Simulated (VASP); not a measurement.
Crystal: MgSe3.

```xyz
4
Lattice="5.6298 0.0000 0.0000 -2.8149 4.8756 0.0000 0.0000 0.0000 3.2403" Properties=species:S:1:pos:R:3 pbc="T T T"
Mg    0.0000    0.0000    0.0000
Se    2.8149    0.0000    1.6201
Se   -1.4075    2.4378    1.6201
Se    1.4075    2.4378    1.6201
```

* Program: VASP 6.6.1
* Task: relaxation of cell and atoms
* Functional: PBE
* Potentials or basis: VASP PAW PBE potentials, release 64 (Mg, Se)
* Cutoff: 600 eV
* k mesh: 6 × 6 × 6
* Occupations: gaussian, width 0.1 eV
* Spin: no spin polarisation

At the start: pressure 0.7 GPa; volume 22.24 Å³/atom.

Task: Where does the relaxation end?

Result: Over 4 steps the energy falls by 31.1 meV/atom and the volume is 23.49 Å³/atom (+5.6 %); space group P6/mmm (No. 191, to 0.05 Å).

Step by step:
```tsv
step	energy change (eV)	largest force (eV/Å)	pressure (GPa)	volume (Å³)
1	0.0000	0.0000	0.72	88.94
2	-0.0518	0.0000	0.35	90.21
3	-0.1226	0.0000	0.07	93.36
4	-0.1243	0.0000	0.14	93.96
```

Final structure:
```cif
data_structure
_symmetry_space_group_name_H-M 'P 1'
_symmetry_Int_Tables_number 1
_cell_length_a 5.4972
_cell_length_b 5.4972
_cell_length_c 3.5901
_cell_angle_alpha 90.000
_cell_angle_beta 90.000
_cell_angle_gamma 120.000
_cell_volume 93.96
loop_
_atom_site_label
_atom_site_type_symbol
_atom_site_fract_x
_atom_site_fract_y
_atom_site_fract_z
_atom_site_occupancy
Mg1 Mg 0.00000 0.00000 0.00000 1
Se1 Se 0.50000 0.00000 0.50000 1
Se2 Se 0.00000 0.50000 0.50000 1
Se3 Se 0.50000 0.50000 0.50000 1
```
